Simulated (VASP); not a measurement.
Set up this calculation in VASP 6.6.1, as the native input.

```
Task                   : relaxation of cell and atoms
Functional             : r2SCAN
Potentials or basis    : VASP PAW PBE potentials, release 64 (Nb_sv, N)
Cutoff                 : 660 eV
k mesh                 : 14 × 14 × 14
Occupations            : gaussian, width 0.1 eV
Spin                   : no spin polarisation
Dipole correction      : no
Further INCAR settings : ALGO = Normal; EDIFF = 1e-07; IBRION = 2; EDIFFG = -0.02; NSW = 90; ISIF = 3
```

NbN:

```xyz
2
Lattice="0.0000 2.1945 2.1945 2.1945 0.0000 2.1945 2.1945 2.1945 0.0000" Properties=species:S:1:pos:R:3 pbc="T T T"
Nb    2.1945    2.1945    2.1945
N     0.0000    0.0000    0.0000
```

These files were run (other wordings do the same):

POSCAR

```
NbN
1.0
    0.0000000000      2.1945000000      2.1945000000
    2.1945000000      0.0000000000      2.1945000000
    2.1945000000      2.1945000000      0.0000000000
Nb N
1 1
Direct
    0.5000000000      0.5000000000      0.5000000000
    0.0000000000      0.0000000000      0.0000000000
```

INCAR.step1

```
SYSTEM = NbN
  PREC = Accurate
  ENCUT = 660
  ISMEAR = 0
  SIGMA = 0.1
  LREAL = .False.
  LASPH = .True.
  NELM = 120
  GGA = PE
  ALGO = Normal
  EDIFF = 1E-5
  LWAVE = .True.
  LCHARG = .False.
  GGA_COMPAT = .False.
  IBRION = 2
  ISIF = 3
  EDIFFG = -0.005
  NELMIN = 4
  NSW = 100
```

INCAR.step2

```
SYSTEM = NbN
  PREC = Accurate
  ENCUT = 660
  EDIFF = 1E-7
  ISMEAR = 0
  SIGMA = 0.1
  LREAL = .False.
  LASPH = .True.
  NELM = 120
  ALGO = Normal
  ISIF = 3
  LWAVE = .False.
  LCHARG = .False.
  METAGGA = R2SCAN
  LMIXTAU = .True.
  IBRION = 2
  NSW = 90
  EDIFFG = -0.02
  ISTART = 1
  GGA_COMPAT = .False.
  NELMIN = 4
```

KPOINTS

```
regular mesh
0
Gamma
  14 14 14
  0 0 0
```

Potentials or basis: VASP PAW PBE potentials, release 64 (Nb_sv, N).

Command:

```bash
$ cat potpaw_PBE.64/Nb_sv/POTCAR potpaw_PBE.64/N/POTCAR > POTCAR
$ cp INCAR.step1 INCAR
$ mpirun -np 1 vasp_std > vasp.out
$ cp INCAR.step2 INCAR
$ mpirun -np 1 vasp_std > vasp.out
```

Results of the run:

The relaxed volume is 10.73 Å³/atom, the relaxed cell is a = 3.119 Å, b = 3.119 Å, c = 3.119 Å, α = 60.00°, β = 60.00°, γ = 60.00° and the space group after relaxing (to 0.1 Å) is Fm-3m (No. 225). The energy gained by relaxing is 2.5 meV/atom, the ionic steps are 3 and the pressure after relaxing is -0.1 GPa.

Caveat: the highest band is partly filled, so the run has too few bands; the PAW data sets were made with another functional, which shifts forces and pressure a little.

It took 16 min on 1 thread of AMD EPYC 7R13, on a shared host, peak memory 0.17 GiB.
